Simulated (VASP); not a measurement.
# InSe (P6_3/mmc) in VASP: settings compared

InSe is run at these levels: PBE, PBEsol; tasks: single point.

Program: VASP 6.6.1. These are calculated values, not measurements. Logs are shortened: lines on timing, memory, paths and dates and some standing lists are left out, and cuts for length are marked.

## (1) The cell of the first run

The structure is hexagonal, space group P6_3/mmc (No. 194). Conventional cell: a = 4.087 Å, b = 4.087 Å, c = 18.526 Å, α = 90.00°, β = 90.00°, γ = 120.00°. Within 3.5 Å of In (site symmetry 3m) lie 3 Se at 2.68 Å and 1 In at 2.83 Å. Within 3.5 Å of Se (site symmetry 3m) lie 3 In at 2.68 Å.

## (2) Single point, PBE

Contents of INCAR:

```
ALGO = Normal ; EDIFF = 1E-6
ENCUT = 520 ; GGA = PE
ISIF = 2 ; ISMEAR = -1
LASPH = True ; LCHARG = True
LELF = True ; LREAL = False
LVHAR = True ; LWAVE = False
NBANDS = 48 ; NELM = 60
PREC = Accurate ; SIGMA = 0.05
```

Contents of KPOINTS:

```
k-points
0
Gamma
  8 8 2
```

Contents of POSCAR:

```
InSe
1.0
    4.0872491852      0.0000000000      0.0000000000
   -2.0436245926      3.5396616260      0.0000000000
    0.0000000000      0.0000000000     18.5256609443
In Se
4 4
Direct
    0.6666666667      0.3333333333      0.8262492386
    0.3333333333      0.6666666667      0.3262492386
    0.6666666667      0.3333333333      0.6737507614
    0.3333333333      0.6666666667      0.1737507614
    0.6666666667      0.3333333333      0.3949446266
    0.3333333333      0.6666666667      0.8949446266
    0.6666666667      0.3333333333      0.1050553734
    0.3333333333      0.6666666667      0.6050553734
```

Potentials or basis: VASP PAW PBE potentials, release 64 (In_d, Se).

Launch:

```
> cat potpaw_PBE.64/In_d/POTCAR potpaw_PBE.64/Se/POTCAR > POTCAR
> mpirun -np 1 vasp_std > vasp.out
```

OUTCAR:

```text
EDIFF = 1E-6
   ENCUT = 520
   GGA = PE
   ISIF = 2
   ISMEAR = -1
   LASPH = True
   LREAL = False
   NELM = 60
   PREC = Accurate

 ion  position               nearest neighbor table
   1  0.667  0.333  0.826-   6 2.68   6 2.68   6 2.68   3 2.83
   2  0.333  0.667  0.326-   5 2.68   5 2.68   5 2.68   4 2.83
   3  0.667  0.333  0.674-   8 2.68   8 2.68   8 2.68   1 2.83
   4  0.333  0.667  0.174-   7 2.68   7 2.68   7 2.68   2 2.83
   5  0.667  0.333  0.395-   2 2.68   2 2.68   2 2.68
   6  0.333  0.667  0.895-   1 2.68   1 2.68   1 2.68
   7  0.667  0.333  0.105-   4 2.68   4 2.68   4 2.68
   8  0.333  0.667  0.605-   3 2.68   3 2.68   3 2.68

  LATTYP: Found a hexagonal cell.
 ALAT       =     4.0872491852
 C/A-ratio  =     4.5325499143

  Lattice vectors:

 A1 = (   4.0872491852,   0.0000000000,   0.0000000000)
 A2 = (  -2.0436245926,   3.5396616260,   0.0000000000)
 A3 = (   0.0000000000,   0.0000000000,  18.5256609443)

Analysis of symmetry for initial positions (statically):
=====================================================================
 Subroutine PRICEL returns:
 Original cell was already a primitive cell.

 Routine SETGRP: Setting up the symmetry group for a
 hexagonal supercell.

 Subroutine GETGRP returns: Found 24 space group operations
 (whereof 12 operations were pure point group operations)
 out of a pool of 24 trial point group operations.

The static configuration has the point symmetry D_3d.
 The point group associated with its full space group is D_6h.

Analysis of symmetry for dynamics (positions and initial velocities):
=====================================================================
 Subroutine PRICEL returns:
 Original cell was already a primitive cell.

 Routine SETGRP: Setting up the symmetry group for a
 hexagonal supercell.

 Subroutine GETGRP returns: Found 24 space group operations
 (whereof 12 operations were pure point group operations)
 out of a pool of 24 trial point group operations.

The dynamic configuration has the point symmetry D_3d.
 The point group associated with its full space group is D_6h.

 Subroutine INISYM returns: Found 24 space group operations
 (whereof 12 operations are pure point group operations),
 and found     1 'primitive' translations

----------------------------------------------------------------------------------------

                                     Primitive cell

  volume of cell :     268.0196

  direct lattice vectors                    reciprocal lattice vectors
     4.087249185  0.000000000  0.000000000     0.244663331  0.141256440  0.000000000
    -2.043624593  3.539661626  0.000000000     0.000000000  0.282512880  0.000000000
     0.000000000  0.000000000 18.525660944     0.000000000  0.000000000  0.053979181

  length of vectors
     4.087249185  4.087249185 18.525660944     0.282512880  0.282512880  0.053979181

  position of ions in fractional coordinates (direct lattice)
     0.666666667  0.333333333  0.826249239
     0.333333333  0.666666667  0.326249239
     0.666666667  0.333333333  0.673750761
     0.333333333  0.666666667  0.173750761
     0.666666667  0.333333333  0.394944627
     0.333333333  0.666666667  0.894944627
     0.666666667  0.333333333  0.105055373
     0.333333333  0.666666667  0.605055373

  ion indices of the primitive-cell ions
   primitive index   ion index
                 1           1
                 2           2
                 3           3
                 4           4
                 5           5
                 6           6
                 7           7
                 8           8

----------------------------------------------------------------------------------------

 KPOINTS: k-points

Automatic generation of k-mesh.
 Grid dimensions read from file:
 generate k-points for:    8    8    2

 Generating k-lattice:

  Cartesian coordinates                     Fractional coordinates (reciprocal lattice)
     0.030582916  0.017657055  0.000000000     0.125000000  0.000000000  0.000000000
     0.000000000  0.035314110  0.000000000     0.000000000  0.125000000  0.000000000
     0.000000000  0.000000000  0.026989590     0.000000000  0.000000000  0.500000000

  Length of vectors
     0.035314110  0.035314110  0.026989590

  Shift w.r.t. Gamma in fractional coordinates (k-lattice)
     0.000000000  0.000000000  0.000000000

 Subroutine IBZKPT returns following result:
 ===========================================

 Found     20 irreducible k-points:

 Following reciprocal coordinates:
            Coordinates               Weight
  0.000000  0.000000  0.000000      1.000000
  0.125000  0.000000  0.000000      6.000000
  0.250000  0.000000  0.000000      6.000000
  0.375000  0.000000  0.000000      6.000000
  0.500000  0.000000  0.000000      3.000000
  0.125000  0.125000  0.000000      6.000000
[... 12 lines left out ...]
  0.250000  0.250000  0.500000      6.000000
  0.375000  0.250000  0.500000      6.000000
   k-points           NKPTS =     20   k-points in BZ     NKDIM =     20   number of bands    NBANDS=     48
   number of dos      NEDOS =    301   number of ions     NIONS =      8
   total plane-waves  NPLWV = 126000
   dimension x,y,z NGX =    30 NGY =   30 NGZ =  140
   dimension x,y,z NGXF=    60 NGYF=   60 NGZF=  280
   ions per type =               4   4
   NGX,Y,Z   is equivalent  to a cutoff of  12.20, 12.20, 12.56 a.u.
   NGXF,Y,Z  is equivalent  to a cutoff of  24.40, 24.40, 25.13 a.u.
 SYSTEM =  unknown system
   PREC   = accura    normal or accurate (medium, high low for compatibility)
   ISTART =      0    job   : 0-new  1-cont  2-samecut
   ICHARG =      2    charge: 1-file 2-atom 10-const
   ISPIN  =      1    spin polarized calculation?
   LNONCOLLINEAR =      F non collinear calculations
   LSORBIT =      F    spin-orbit coupling
   LASPH  =      T    aspherical Exc in radial PAW
   ENCUT  =  520.0 eV  38.22 Ry    6.18 a.u.   7.60  7.60 34.45*2*pi/ulx,y,z
   NELM   =     60;   NELMIN=  2; NELMDL= -5     # of ELM steps
   EDIFF  = 0.1E-05   stopping-criterion for ELM
   LREAL  =      F    real-space projection
   EDIFFG = 0.1E-04   stopping-criterion for IOM
   NSW    =      0    number of steps for IOM
   IBRION =     -1    ionic relax: 0-MD 1-quasi-New 2-CG
   NFREE  =      0    steps in history (QN), initial steepest desc. (CG)
   ISIF   =      2    stress and relaxation
   ISYM   =      2    0-nonsym 1-usesym 2-fastsym
   POTIM  = 0.5000    time-step for ionic-motion
   TEBEG  =    0.0;   TEEND  =   0.0 temperature during run
   PSTRESS=    0.0 pullay stress
   NELECT =      76.0000    total number of electrons
   NUPDOWN=      -1.0000    fix difference up-down
   EMIN   =  10.00;   EMAX   =-10.00  energy-range for DOS
   EFERMI =   0.00;   METHOD = LEGACY
   ISMEAR =    -1;   SIGMA  =   0.05  broadening in eV -4-tet -1-fermi 0-gaus
   EFERMI_NEDOS =   21; number of points for ismear=-14 and -15
   IALGO  =     38    algorithm
   IMIX   =      4    mixing-type and parameters
     AMIX     =   0.40;   BMIX     =  1.00
     AMIX_MAG =   1.60;   BMIX_MAG =  1.00
  volume/ion in A,a.u.               =      33.50       226.09
  Fermi-wavevector in a.u.,A,eV,Ry     =   1.075533  2.032463 15.738835  1.156772
  Thomas-Fermi vector in A             =   2.211392
   LORBIT       =      0    0 simple, 1 ext, 2 COOP (PROOUT), +10 PAW based schemes
   GGA     = PE    functional components
   LHFCALC =     F    Hartree Fock is set to
   AEXX    =    0.0000 exact exchange contribution
   IVDW    =     0    specifies the selected vdW correction
   LEPSILON=     F    determine dielectric tensor
   LRPA    =     F    only Hartree local field effects (RPA)
 non-spin polarized calculation
  energy-cutoff  :      520.00
  volume of cell :      268.02
 maximum number of plane-waves:      7258
   NGX = 15   NGY = 15   NGZ = 69

 number of electron      76.0000018 magnetization

 Free energy of the ion-electron system (eV)
  ---------------------------------------------------
  ext. energy  EPLUGINS =         0.00000000
  ---------------------------------------------------
  free energy    TOTEN  =       -28.44939956 eV

  energy without entropy =      -28.44938218  energy(sigma->0) =      -28.44939087

 E-fermi :   2.9676     XC(G=0):  -8.1865

 val. band max:        2.5708774516   @ k =   0.0000   0.0000   0.0000
 cond. band min:       3.3007282770   @ k =   0.0000   0.0000   0.0000
 fundamental gap:      0.7298508253
 Fermi energy:         2.9676125215

 k-point     1 :       0.0000    0.0000    0.0000
  band No.  band energies     occupation
      1     -11.8299      2.00000
      2     -11.8298      2.00000
      3     -11.6594      2.00000
      4     -11.6594      2.00000
      5     -11.6593      2.00000
      6     -11.6593      2.00000
[... 40 lines left out ...]
     47       8.2907      0.00000
     48       8.3121      0.00000

 k-point     2 :       0.1250    0.0000    0.0000
  band No.  band energies     occupation
      1     -11.8297      2.00000
      2     -11.8297      2.00000
      3     -11.7012      2.00000
      4     -11.7003      2.00000
      5     -11.6573      2.00000
      6     -11.6573      2.00000
[... 40 lines left out ...]
     47       7.6292      0.00000
     48       7.8377      0.00000

 k-point     3 :       0.2500    0.0000    0.0000
  band No.  band energies     occupation
      1     -11.8488      2.00000
      2     -11.8481      2.00000
      3     -11.7635      2.00000
      4     -11.7624      2.00000
      5     -11.7283      2.00000
      6     -11.7264      2.00000
[... 40 lines left out ...]
     47       7.3776      0.00000
     48       7.4234      0.00000

 k-point     4 :       0.3750    0.0000    0.0000
  band No.  band energies     occupation
      1     -11.9016      2.00000
      2     -11.9006      2.00000
      3     -11.8033      2.00000
      4     -11.8017      2.00000
      5     -11.7754      2.00000
      6     -11.7750      2.00000
[... 754 lines left out ...]
     47       7.1228      0.00000
     48       7.1228      0.00000

 k-point    19 :       0.2500    0.2500    0.5000
  band No.  band energies     occupation
      1     -11.9116      2.00000
      2     -11.9116      2.00000
      3     -11.8206      2.00000
      4     -11.8206      2.00000
      5     -11.7758      2.00000
      6     -11.7758      2.00000
[... 40 lines left out ...]
     47       7.8082      0.00000
     48       7.8082      0.00000

 k-point    20 :       0.3750    0.2500    0.5000
  band No.  band energies     occupation
      1     -11.9242      2.00000
      2     -11.9242      2.00000
      3     -11.8362      2.00000
      4     -11.8362      2.00000
      5     -11.7747      2.00000
      6     -11.7747      2.00000
[... 40 lines left out ...]
     47       8.0189      0.00000
     48       8.0190      0.00000

------------------------ aborting loop because EDIFF is reached ----------------------------------------

  FORCE on cell =-STRESS in cart. coord.  units (eV):
  Direction    XX          YY          ZZ          XY          YZ          ZX
  --------------------------------------------------------------------------------------
  -------------------------------------------------------------------------------------
  Total        0.0726397      0.0726397      0.0831533      0.0000000     -0.0000000      0.0000000
  in kB        0.4342284      0.4342284      0.4970768      0.0000000     -0.0000000      0.0000000
  external PRESSURE =       0.4551778 kB  Pullay stress =       0.0000000 kB

 VOLUME and BASIS-vectors are now :
 -----------------------------------------------------------------------------
  energy-cutoff  :      520.00
  volume of cell :      268.02
      direct lattice vectors                 reciprocal lattice vectors
     4.087249185  0.000000000  0.000000000     0.244663331  0.141256440  0.000000000
    -2.043624593  3.539661626  0.000000000     0.000000000  0.282512880  0.000000000
     0.000000000  0.000000000 18.525660944     0.000000000  0.000000000  0.053979181

 POSITION                                       TOTAL-FORCE (eV/Angst)
 -----------------------------------------------------------------------------------
      2.04362      1.17989     15.30681        -0.000000     -0.000000     -0.012271
     -0.00000      2.35977      6.04398         0.000000      0.000000     -0.012271
      2.04362      1.17989     12.48168        -0.000000     -0.000000      0.012271
     -0.00000      2.35977      3.21885        -0.000000      0.000000      0.012271
      2.04362      1.17989      7.31661         0.000000      0.000000      0.014689
     -0.00000      2.35977     16.57944        -0.000000      0.000000      0.014689
      2.04362      1.17989      1.94622         0.000000     -0.000000     -0.014689
     -0.00000      2.35977     11.20905        -0.000000     -0.000000     -0.014689
 -----------------------------------------------------------------------------------
    total drift:                               -0.000000      0.000000     -0.000000

  FREE ENERGIE OF THE ION-ELECTRON SYSTEM (eV)
  ---------------------------------------------------
  free  energy   TOTEN  =       -28.4493995642 eV

  energy  without entropy=      -28.4493821838  energy(sigma->0) =      -28.44939087
```

Run time: 7.8 min. Hardware: 1 thread of AMD EPYC 7R43 (Zen 3), shared host; peak memory 0.41 GiB.

Results:

| Quantity | Value |
| --- | --- |
| Free energy | -28.4494 eV |
| Pressure | 0.0 GPa |
| Largest force | 0.015 eV/Å |
| Band gap on the k mesh | 0.73 eV, direct |

Forces on the atoms (eV/Å):
```
In   0.000  0.000 -0.012
In   0.000  0.000 -0.012
In   0.000  0.000  0.012
In   0.000  0.000  0.012
Se   0.000  0.000  0.015
Se   0.000  0.000  0.015
Se   0.000  0.000 -0.015
Se   0.000  0.000 -0.015
```

Levels at points of the mesh, in eV from the valence-band top:
| k point | band 34 | band 35 | band 36 | band 37 | band 38 | band 39 | band 40 | band 41 | band 42 | band 43 |
| --- | --- | --- | --- | --- | --- | --- | --- | --- | --- | --- |
| (0.00, 0.00, 0.00) | -0.90 | -0.86 | -0.86 | -0.79 | 0.00 | 0.73 | 1.43 | 2.25 | 2.28 | 4.49 |
| (0.50, 0.00, 0.00) | -1.81 | -1.78 | -1.74 | -1.38 | -1.16 | 1.64 | 1.75 | 1.98 | 2.06 | 3.69 |
| (0.00, 0.00, 0.50) | -0.88 | -0.88 | -0.88 | -0.46 | -0.46 | 1.15 | 1.15 | 2.27 | 2.27 | 4.51 |
| (0.50, 0.00, 0.50) | -1.88 | -1.77 | -1.77 | -1.27 | -1.27 | 1.80 | 1.80 | 1.90 | 1.90 | 3.83 |

Caveat: spin-orbit coupling is left out, which moves the levels of the heavy elements; this functional lacks dispersion, which binds the layers, so the pressure and a relaxed spacing across them are unreliable. A k mesh can miss the band edges.

[end of part 1 of 2]
